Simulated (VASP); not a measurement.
A run of VASP 6.6.1 is set up as follows.

INCAR

```
SYSTEM = LiMgBN2
PREC = Accurate
ENCUT = 520
EDIFF = 1E-6
ISMEAR = 0
SIGMA = 0.05
LREAL = .False.
LASPH = .True.
NELM = 80
ALGO = Normal
ISIF = 2
LWAVE = .False.
LCHARG = .True.
GGA = PE
LELF = .True.
LVHAR = .True.
NBANDS = 17
```

Contents of KPOINTS:

```
regular mesh
0
Gamma
  8 8 8
  0 0 0
```

The input POSCAR:

```
LiMgBN2
1.0
   -1.8332697600      1.8332697600      4.7990037600
    1.8332697600     -1.8332697600      4.7990037600
    1.8332697600      1.8332697600     -4.7990037600
Li Mg B N
1 1 1 2
Direct
    0.2500000000      0.7500000000      0.5000000000
    0.7500000000      0.2500000000      0.5000000000
    0.5000000000      0.5000000000      0.0000000000
    0.6512635000      0.6512635000      0.0000000000
    0.3487365000      0.3487365000      0.0000000000
```

Potentials or basis: VASP PAW PBE potentials, release 64 (Li_sv, Mg, B, N).

Run with:

```sh
$ cat potpaw_PBE.64/Li_sv/POTCAR potpaw_PBE.64/Mg/POTCAR potpaw_PBE.64/B/POTCAR potpaw_PBE.64/N/POTCAR > POTCAR
$ mpirun -np 1 vasp_std > vasp.out
```

Problem. Predict the band gap on the k mesh.

Solution. 2.67 eV, indirect (least direct gap 3.77 eV).

Problem. Estimate the largest force.

Solution. 4.219 eV/Å.

Forces on the atoms (eV/Å):
```
Li   0.000  0.000  0.000
Mg   0.000  0.000  0.000
B    0.000  0.000  0.000
N    0.000  0.000 -4.219
N    0.000  0.000  4.219
```

Caveat: the cell differs from its parent crystal (strain -0.040 along x and y, +0.080 along z); forces of over 1 eV/Å act on the atoms, so gaps and moduli don't describe the material at rest. A k mesh can miss the band edges.
